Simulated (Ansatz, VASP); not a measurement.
**One calculation of As2Se, two programs**

```
CELL_PARAMETERS angstrom
0.00000 4.17937 4.17937
4.17937 0.00000 4.17937
4.17937 4.17937 0.00000
ATOMIC_POSITIONS crystal
As 0.12500 0.12500 0.12500
As 0.62500 0.12500 0.12500
As 0.12500 0.12500 0.62500
As 0.12500 0.62500 0.12500
Se 0.50000 0.50000 0.50000
Se 0.75000 0.75000 0.75000
```

Change from the starting cell: species swapped into the HoPt2 type (Fd-3m, No. 227).

Alike in both runs: task relaxation of cell and atoms; functional PBE; k mesh 4 × 4 × 4; occupations gaussian, width 0.1 eV; no spin polarisation.

```csv
,VASP,Ansatz
version,VASP 6.6.1,Ansatz 0.2.0
potentials or method,"VASP PAW PBE potentials, release 64 (As, Se), cutoff 600 eV","scalar-relativistic, plane waves, PAW"
valence electrons in the cell,32,92
```

|  | VASP | Ansatz | Ansatz less VASP |
| --- | --- | --- | --- |
| gap on the k mesh at the Fermi level, each at its own relaxed structure (eV) | none | none | - |
| relaxed volume (Å³/atom) | 20.41 | 20.41 | -0.005 |
| relaxed length of the cell vector where the two differ most in proportion (Å) | 5.574 | 5.574 | -0.0005 |

A gap of «none» marks a metal or a gap that the smearing closes. VASP's potentials hold 32 valence electrons a cell and Ansatz's 92, so a difference there can come from the potentials and not from the codes.

Noted on VASP's run: the volume moved by over 15 % at a fixed basis, so the end points are rough.
